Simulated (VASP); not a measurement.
A run of VASP 6.6.1 is set up as follows.

INCAR

```
ALGO = Normal ; EDIFF = 1E-6
ENCUT = 520 ; GGA = CA
ISIF = 2 ; ISMEAR = 0
LASPH = True ; LCHARG = False
LREAL = False ; LWAVE = False
NBANDS = 29 ; NELM = 100
PREC = Accurate ; SIGMA = 0.05
```

File KPOINTS:

```
k-points
0
Gamma
  6 6 6
```

File POSCAR:

```
KCdF3
1.0
    4.3820890200      0.0000000000      0.0000000000
    0.0000000000      4.3820890200      0.0000000000
    0.0000000000      0.0000000000      4.3820890200
K Cd F
1 1 3
Direct
    0.0000000000      0.0000000000      0.0000000000
    0.5000000000      0.5000000000      0.5000000000
   -0.0399352910      0.5000000000      0.5000000000
    0.4600647090      0.0000000000      0.5000000000
    0.4600647090      0.5000000000      0.0000000000
```

Potentials or basis: VASP PAW LDA potentials, release 64 (K_sv, Cd, F).

Launch:

```console
$ cat potpaw_LDA.64/K_sv/POTCAR potpaw_LDA.64/Cd/POTCAR potpaw_LDA.64/F/POTCAR > POTCAR
$ mpirun -np 1 vasp_std > vasp.out
```

Estimate the largest force.

1.998 eV/Å.

Estimate the band gap on the k mesh.

2.82 eV (least direct gap 4.45 eV).

Predict the pressure.

-1.7 GPa.

Stress tensor (GPa, compression positive):
```
 1.07  0.00  0.00
 0.00 -3.04  0.00
 0.00  0.00 -3.04
```

Caveat: the cell differs from its parent crystal (all F atoms moved +0.175 Å, as atom 3 towards its neighbour atom 2 (Cd) at 2.191 Å); forces of over 1 eV/Å act on the atoms, so gaps and moduli don't describe the material at rest. A k mesh can miss the band edges.
